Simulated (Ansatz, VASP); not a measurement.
**One calculation of SiC5, two programs**

File INCAR:

```
PREC = Accurate
ENCUT = 600
EDIFF = 1E-6
ISMEAR = 0
SIGMA = 0.1
LREAL = F
LASPH = T
NELM = 100
ALGO = Normal
ISIF = 3
LWAVE = F
LCHARG = F
GGA = PE
IBRION = 2
NSW = 100
EDIFFG = -0.01
```

Contents of KPOINTS:

```
Automatic mesh
0
Gamma
  12 12 6
```

POSCAR

```
SiC5
1.0
    3.3018901444      0.0000000000      0.0000000000
   -1.6509450722      2.8595207456      0.0000000000
    0.0000000000      0.0000000000      6.1783451667
Si C
1 5
Direct
    0.0000000000      0.0000000000      0.5000000000
    0.0000000000      0.0000000000      0.8029255891
    0.0000000000      0.0000000000      0.1970744109
    0.5000000000      0.0000000000      0.0000000000
    0.0000000000      0.5000000000      0.0000000000
    0.5000000000      0.5000000000      0.0000000000
```

Input for Ansatz:

```yaml
crystal:
  lattice:
    - [3.3018901444, 0.0, 0.0]
    - [-1.6509450722, 2.8595207456, 0.0]
    - [0.0, 0.0, 6.1783451667]
  atoms:
    - { symbol: Si, position: [0.0, 0.0, 0.5] }
    - { symbol: C, position: [0.0, 0.0, 0.8029255891] }
    - { symbol: C, position: [0.0, 0.0, 0.1970744109] }
    - { symbol: C, position: [0.5, 0.0, 0.0] }
    - { symbol: C, position: [0.0, 0.5, 0.0] }
    - { symbol: C, position: [0.5, 0.5, 0.0] }
basis:
  ecutwfc: 420
kpoints:
  mp_grid: { grid: [12, 12, 6] }
hamiltonian:
  xc: pbe
scf:
  occupations: { method: gaussian, width: 0.1 }
output:
  forces: true
  stress: true
  eigenvalues: true
relax:
  adjacent_minimum: "off"
  f_tol: 0.01
  max_steps: 80
  cell: { stress_tol: 0.05 }
```

Alike in both runs: task relaxation of cell and atoms; functional PBE; k mesh 12 × 12 × 6; occupations gaussian, width 0.1 eV; no spin polarisation.

|  | VASP | Ansatz |
| --- | --- | --- |
| version | VASP 6.6.1 | Ansatz 0.2.0 |
| potentials or method | VASP PAW PBE potentials, release 64 (Si, C), cutoff 600 eV | scalar-relativistic, plane waves, PAW |
| valence electrons in the cell | 24 | 24 |

|  | VASP | Ansatz | Ansatz less VASP |
| --- | --- | --- | --- |
| gap on the k mesh at the Fermi level, each at its own relaxed structure (eV) | none | none | - |
| relaxed volume (Å³/atom) | 9.71 | 9.74 | +0.022 |
| relaxed length of the cell vector where the two differ most in proportion (Å) | 6.192 | 6.197 | +0.0056 |

A gap of «none» marks a metal or a gap that the smearing closes.
